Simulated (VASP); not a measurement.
# PbS (l) (I4/mmm) in VASP: single point with LDA

Aim: the single point of PbS (l) with LDA.

Program: VASP 6.6.1. These are calculated values, not measurements. Logs are shortened: lines on timing, memory, paths and dates and some standing lists are left out, and cuts for length are marked.

**1. The cell of the first run**

The structure is tetragonal, space group I4/mmm (No. 139). The conventional cell has a = 4.203 Å, b = 4.203 Å, c = 5.731 Å, α = 90.00°, β = 90.00°, γ = 90.00°. Pb (site symmetry 4/mmm) has 6 S at 2.87 to 2.97 Å within 3.8 Å. S (site symmetry 4/mmm) has 6 Pb at 2.87 to 2.97 Å within 3.8 Å.

**2. Single point, LDA**

The input, INCAR:

```
  ALGO = Normal
  EDIFF = 1E-6
  ENCUT = 500
  GGA = CA
  GGA_COMPAT = F
  ISIF = 2
  ISMEAR = 0
  LASPH = T
  LCHARG = T
  LELF = T
  LREAL = F
  LVHAR = T
  LWAVE = F
  NBANDS = 28
  NELM = 120
  PREC = Accurate
  SIGMA = 0.1
```

The input, KPOINTS:

```
k-points
0
Gamma
  4 4 4
```

The input, POSCAR:

```
PbS
1.0
   -4.2027308560      0.0000000000      0.0000000000
    0.0000000000     -4.2027308560      0.0000000000
    0.0000000000      0.0000000000      5.7313196957
Pb S
2 2
Direct
    0.0000000000      0.0000000000      0.0000000000
    0.5000000000      0.5000000000      0.5000000000
    0.5000000000      0.5000000000      0.0000000000
    0.0000000000      0.0000000000      0.5000000000
```

Potentials or basis: VASP PAW LDA potentials, release 64 (Pb_d, S).

Run with:

```
> cat potpaw_LDA.64/Pb_d/POTCAR potpaw_LDA.64/S/POTCAR > POTCAR
> mpirun -np 1 vasp_std > vasp.out
```

OUTCAR:

```text
EDIFF = 1E-6
   ENCUT = 500
   GGA = CA
   ISIF = 2
   ISMEAR = 0
   LASPH = T
   LREAL = F
   NELM = 120
   PREC = Accurate

 ion  position               nearest neighbor table
   1  0.000  0.000  0.000-   4 2.87   4 2.87   3 2.97   3 2.97   3 2.97   3 2.97   2 4.13   2 4.13
                             2 4.13   2 4.13   2 4.13   2 4.13   2 4.13   2 4.13
   2  0.500  0.500  0.500-   3 2.87   3 2.87   4 2.97   4 2.97   4 2.97   4 2.97   1 4.13   1 4.13
                             1 4.13   1 4.13   1 4.13   1 4.13   1 4.13   1 4.13
   3  0.500  0.500  0.000-   2 2.87   2 2.87   1 2.97   1 2.97   1 2.97   1 2.97
   4  0.000  0.000  0.500-   1 2.87   1 2.87   2 2.97   2 2.97   2 2.97   2 2.97

  LATTYP: Found a simple tetragonal cell.
 ALAT       =     4.2027308560
 C/A-ratio  =     1.3637132360

  Lattice vectors:

 A1 = (  -4.2027308560,   0.0000000000,   0.0000000000)
 A2 = (   0.0000000000,  -4.2027308560,   0.0000000000)
 A3 = (   0.0000000000,   0.0000000000,   5.7313196957)

Analysis of symmetry for initial positions (statically):
=====================================================================
 Subroutine PRICEL returns following result:

  LATTYP: Found a body centered tetragonal cell.
 ALAT       =     4.2027308560
 C/A-ratio  =     1.3637132360

  Lattice vectors:

 A1 = (   2.1013654280,   2.1013654280,  -2.8656598478)
 A2 = (  -2.1013654280,  -2.1013654280,  -2.8656598479)
 A3 = (  -2.1013654280,   2.1013654280,   2.8656598478)

   2 primitive cells build up your supercell.

 Routine SETGRP: Setting up the symmetry group for a
 simple tetragonal supercell.

 Subroutine GETGRP returns: Found 16 space group operations
 (whereof 16 operations were pure point group operations)
 out of a pool of 16 trial point group operations.

The static configuration has the point symmetry D_4h.

Analysis of symmetry for dynamics (positions and initial velocities):
=====================================================================
 Subroutine PRICEL returns following result:

  LATTYP: Found a body centered tetragonal cell.
 ALAT       =     4.2027308560
 C/A-ratio  =     1.3637132360

  Lattice vectors:

 A1 = (   2.1013654280,   2.1013654280,  -2.8656598478)
 A2 = (  -2.1013654280,  -2.1013654280,  -2.8656598479)
 A3 = (  -2.1013654280,   2.1013654280,   2.8656598478)

   2 primitive cells build up your supercell.

 Routine SETGRP: Setting up the symmetry group for a
 simple tetragonal supercell.

 Subroutine GETGRP returns: Found 16 space group operations
 (whereof 16 operations were pure point group operations)
 out of a pool of 16 trial point group operations.

The dynamic configuration has the point symmetry D_4h.

 Subroutine INISYM returns: Found 16 space group operations
 (whereof 16 operations are pure point group operations),
 and found     2 'primitive' translations

----------------------------------------------------------------------------------------

                                     Primitive cell

  volume of cell :      50.6160

  direct lattice vectors                    reciprocal lattice vectors
     2.101365428  2.101365428 -2.865659848     0.000000000  0.237940528 -0.174479885
    -2.101365428 -2.101365428 -2.865659848    -0.237940528  0.000000000 -0.174479885
    -2.101365428  2.101365428  2.865659848    -0.237940528  0.237940528  0.000000000

  length of vectors
     4.128374945  4.128374945  4.128374945     0.295057495  0.295057495  0.336498722

  position of ions in fractional coordinates (direct lattice)
     0.000000000  0.000000000  0.000000000
     0.500000000  0.500000000  0.000000000

  ion indices of the primitive-cell ions
   primitive index   ion index
                 1           1
                 2           4

----------------------------------------------------------------------------------------

 KPOINTS: k-points

Automatic generation of k-mesh.
 Grid dimensions read from file:
 generate k-points for:    4    4    4

 Generating k-lattice:

  Cartesian coordinates                     Fractional coordinates (reciprocal lattice)
    -0.059485132  0.000000000  0.000000000     0.250000000  0.000000000  0.000000000
     0.000000000 -0.059485132  0.000000000     0.000000000  0.250000000  0.000000000
     0.000000000  0.000000000  0.043619971     0.000000000  0.000000000  0.250000000

  Length of vectors
     0.059485132  0.059485132  0.043619971

  Shift w.r.t. Gamma in fractional coordinates (k-lattice)
     0.000000000  0.000000000  0.000000000

 Subroutine IBZKPT returns following result:
 ===========================================

 Found     18 irreducible k-points:

 Following reciprocal coordinates:
            Coordinates               Weight
  0.000000  0.000000  0.000000      1.000000
  0.250000  0.000000  0.000000      4.000000
  0.500000  0.000000  0.000000      2.000000
  0.250000  0.250000  0.000000      4.000000
  0.500000  0.250000  0.000000      4.000000
  0.500000  0.500000  0.000000      1.000000
[... 10 lines left out ...]
  0.500000  0.250000  0.500000      4.000000
  0.500000  0.500000  0.500000      1.000000
   k-points           NKPTS =     18   k-points in BZ     NKDIM =     18   number of bands    NBANDS=     28
   number of dos      NEDOS =    301   number of ions     NIONS =      4
   total plane-waves  NPLWV =  43008
   dimension x,y,z NGX =    32 NGY =   32 NGZ =   42
   dimension x,y,z NGXF=    64 NGYF=   64 NGZF=   84
   ions per type =               2   2
   NGX,Y,Z   is equivalent  to a cutoff of  12.66, 12.66, 12.18 a.u.
   NGXF,Y,Z  is equivalent  to a cutoff of  25.32, 25.32, 24.37 a.u.
 SYSTEM =  unknown system
   PREC   = accura    normal or accurate (medium, high low for compatibility)
   ISTART =      0    job   : 0-new  1-cont  2-samecut
   ICHARG =      2    charge: 1-file 2-atom 10-const
   ISPIN  =      1    spin polarized calculation?
   LNONCOLLINEAR =      F non collinear calculations
   LSORBIT =      F    spin-orbit coupling
   LASPH  =      T    aspherical Exc in radial PAW
   ENCUT  =  500.0 eV  36.75 Ry    6.06 a.u.   7.66  7.66 10.45*2*pi/ulx,y,z
   NELM   =    120;   NELMIN=  2; NELMDL= -5     # of ELM steps
   EDIFF  = 0.1E-05   stopping-criterion for ELM
   LREAL  =      F    real-space projection
   EDIFFG = 0.1E-04   stopping-criterion for IOM
   NSW    =      0    number of steps for IOM
   IBRION =     -1    ionic relax: 0-MD 1-quasi-New 2-CG
   NFREE  =      0    steps in history (QN), initial steepest desc. (CG)
   ISIF   =      2    stress and relaxation
   ISYM   =      2    0-nonsym 1-usesym 2-fastsym
   POTIM  = 0.5000    time-step for ionic-motion
   TEBEG  =    0.0;   TEEND  =   0.0 temperature during run
   PSTRESS=    0.0 pullay stress
   NELECT =      40.0000    total number of electrons
   NUPDOWN=      -1.0000    fix difference up-down
   EMIN   =  10.00;   EMAX   =-10.00  energy-range for DOS
   EFERMI =   0.00;   METHOD = LEGACY
   ISMEAR =     0;   SIGMA  =   0.10  broadening in eV -4-tet -1-fermi 0-gaus
   EFERMI_NEDOS =   21; number of points for ismear=-14 and -15
   IALGO  =     38    algorithm
   IMIX   =      4    mixing-type and parameters
     AMIX     =   0.40;   BMIX     =  1.00
     AMIX_MAG =   1.60;   BMIX_MAG =  1.00
  volume/ion in A,a.u.               =      25.31       170.79
  Fermi-wavevector in a.u.,A,eV,Ry     =   1.201311  2.270149 19.635232  1.443149
  Thomas-Fermi vector in A             =   2.337124
   LORBIT       =      0    0 simple, 1 ext, 2 COOP (PROOUT), +10 PAW based schemes
   GGA     = CA    functional components
   LHFCALC =     F    Hartree Fock is set to
   AEXX    =    0.0000 exact exchange contribution
   IVDW    =     0    specifies the selected vdW correction
   LEPSILON=     F    determine dielectric tensor
   LRPA    =     F    only Hartree local field effects (RPA)
 non-spin polarized calculation
 Gauss-broadening in eV      SIGMA  =   0.10
  energy-cutoff  :      500.00
  volume of cell :      101.23
 maximum number of plane-waves:      2589
 NGX is ok and might be reduce to    32
   NGX = 15   NGY = 15   NGZ = 21

 number of electron      39.9999996 magnetization

 Free energy of the ion-electron system (eV)
  ---------------------------------------------------
  ext. energy  EPLUGINS =         0.00000000
  ---------------------------------------------------
  free energy    TOTEN  =       -19.91917864 eV

  energy without entropy =      -19.91271266  energy(sigma->0) =      -19.91594565

 E-fermi :   6.0934     XC(G=0): -10.1687

 val. band max:        6.0639153210   @ k =   0.5000   0.0000   0.5000
 cond. band min:       6.1228424683   @ k =   0.5000   0.0000   0.5000
 fundamental gap:      0.0589271473
 Fermi energy:         6.0933788947

 k-point     1 :       0.0000    0.0000    0.0000
  band No.  band energies     occupation
      1     -11.0131      2.00000
      2     -10.8635      2.00000
      3     -10.8301      2.00000
      4     -10.8300      2.00000
      5     -10.8280      2.00000
      6     -10.8280      2.00000
[... 20 lines left out ...]
     27      11.8357      0.00000
     28      12.5052      0.00000

 k-point     2 :       0.2500    0.0000    0.0000
  band No.  band energies     occupation
      1     -10.9677      2.00000
      2     -10.8401      2.00000
      3     -10.8398      2.00000
      4     -10.8349      2.00000
      5     -10.8253      2.00000
      6     -10.8161      2.00000
[... 20 lines left out ...]
     27      11.9193      0.00000
     28      12.8863      0.00000

 k-point     3 :       0.5000    0.0000    0.0000
  band No.  band energies     occupation
      1     -10.8861      2.00000
      2     -10.8861      2.00000
      3     -10.8425      2.00000
      4     -10.8425      2.00000
      5     -10.8073      2.00000
      6     -10.8073      2.00000
[... 430 lines left out ...]
      3     -10.8390      2.00000
      4     -10.8390      2.00000
      5     -10.8125      2.00000
      6     -10.8125      2.00000
[... 20 lines left out ...]
     27      14.0729      0.00000
     28      14.0729      0.00000

 k-point    18 :       0.5000    0.5000    0.5000
  band No.  band energies     occupation
      1     -10.9385      2.00000
      2     -10.9385      2.00000
      3     -10.8234      2.00000
      4     -10.8234      2.00000
      5     -10.8055      2.00000
      6     -10.8055      2.00000
[... 20 lines left out ...]
     27      14.2599      0.00000
     28      14.2599      0.00000

------------------------ aborting loop because EDIFF is reached ----------------------------------------

  FORCE on cell =-STRESS in cart. coord.  units (eV):
  Direction    XX          YY          ZZ          XY          YZ          ZX
  --------------------------------------------------------------------------------------
  -------------------------------------------------------------------------------------
  Total       -1.5799247     -1.5799247      1.8599570      0.0000000      0.0000000      0.0000000
  in kB      -25.0051336    -25.0051336     29.4371454      0.0000000      0.0000000      0.0000000
  external PRESSURE =      -6.8577073 kB  Pullay stress =       0.0000000 kB

 VOLUME and BASIS-vectors are now :
 -----------------------------------------------------------------------------
  energy-cutoff  :      500.00
  volume of cell :      101.23
      direct lattice vectors                 reciprocal lattice vectors
    -4.202730856  0.000000000  0.000000000    -0.237940528  0.000000000  0.000000000
     0.000000000 -4.202730856  0.000000000     0.000000000 -0.237940528  0.000000000
     0.000000000  0.000000000  5.731319696     0.000000000  0.000000000  0.174479885

 POSITION                                       TOTAL-FORCE (eV/Angst)
 -----------------------------------------------------------------------------------
      0.00000      0.00000      0.00000        -0.000000      0.000000      0.000000
     -2.10137     -2.10137      2.86566         0.000000     -0.000000     -0.000000
     -2.10137     -2.10137      0.00000         0.000000     -0.000000      0.000000
      0.00000      0.00000      2.86566        -0.000000      0.000000      0.000000
 -----------------------------------------------------------------------------------
    total drift:                               -0.000000     -0.000000     -0.000000

  FREE ENERGIE OF THE ION-ELECTRON SYSTEM (eV)
  ---------------------------------------------------
  free  energy   TOTEN  =       -19.9191786356 eV

  energy  without entropy=      -19.9127126627  energy(sigma->0) =      -19.91594565
```

Run time: 56 s. Hardware: 1 thread of Intel Xeon 8259CL, shared host; peak memory 0.19 GiB.

What came out:

```yaml
Free_energy: -19.9192 eV
Pressure: -0.7 GPa
Band_gap_on_the_k_mesh: 0.06 eV
```

Levels at points of the mesh, in eV from the valence-band top:
```tsv
k point	band 16	band 17	band 18	band 19	band 20	band 21	band 22	band 23	band 24	band 25
(0.00, 0.00, 0.00)	-3.79	-3.79	-2.60	-2.28	-2.28	3.43	4.82	4.82	5.48	5.48
(0.50, 0.00, 0.00)	-4.16	-2.17	-2.17	-1.14	-1.14	1.24	1.24	2.21	2.21	4.38
(0.50, 0.50, 0.00)	-5.57	-3.90	-3.90	-3.51	-3.51	3.59	3.59	5.28	5.28	5.36
(0.00, 0.00, 0.50)	-3.07	-3.07	-3.07	-1.60	-1.60	2.35	2.35	4.38	4.38	4.52
(0.50, 0.00, 0.50)	-2.00	-1.92	-1.92	0.00	0.00	0.06	0.06	1.59	1.59	1.84
(0.50, 0.50, 0.50)	-4.68	-4.68	-4.68	-0.92	-0.92	2.14	2.14	4.35	4.35	4.35
```

Caveat: spin-orbit coupling is left out, which moves the levels of the heavy elements.
